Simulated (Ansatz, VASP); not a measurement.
One calculation of BiS, two programs

```
Bi S
1.0
     4.25315    0.00000    0.00000
    -2.12658    3.72017    0.00000
     0.00000    0.00000    6.93770
Bi S
2 2
Direct
  0.00000 0.00000 0.00000
  0.00000 0.00000 0.50000
  0.33333 0.66667 0.25000
  0.66667 0.33333 0.75000
```

Change from the starting cell: strain e2 = +0.01, atoms carried along.

Alike in both runs: task single point; functional PBE; k mesh 10 × 10 × 6; occupations gaussian, width 0.05 eV; no spin polarisation.

```csv
,VASP,Ansatz
version,VASP 6.6.1,Ansatz 0.2.0
potentials or method,"VASP PAW PBE potentials, release 64 (Bi_d, S), cutoff 500 eV","scalar-relativistic, plane waves, PAW"
valence electrons in the cell,42,42
```

```csv
,VASP,Ansatz,Ansatz less VASP
gap on the k mesh at the Fermi level (eV),none,none,-
pressure (GPa),-0.6,-0.5,+0.06
rms of the force components (eV/Å),0.005,0.005,+0.0001
```

Atom by atom the forces differ by 0.000 eV/Å (rms over components). A gap of «none» marks a metal or a gap that the smearing closes. With one functional, cell and mesh, what is left measures potentials, basis and numerics.

Neither program's run includes spin-orbit coupling.
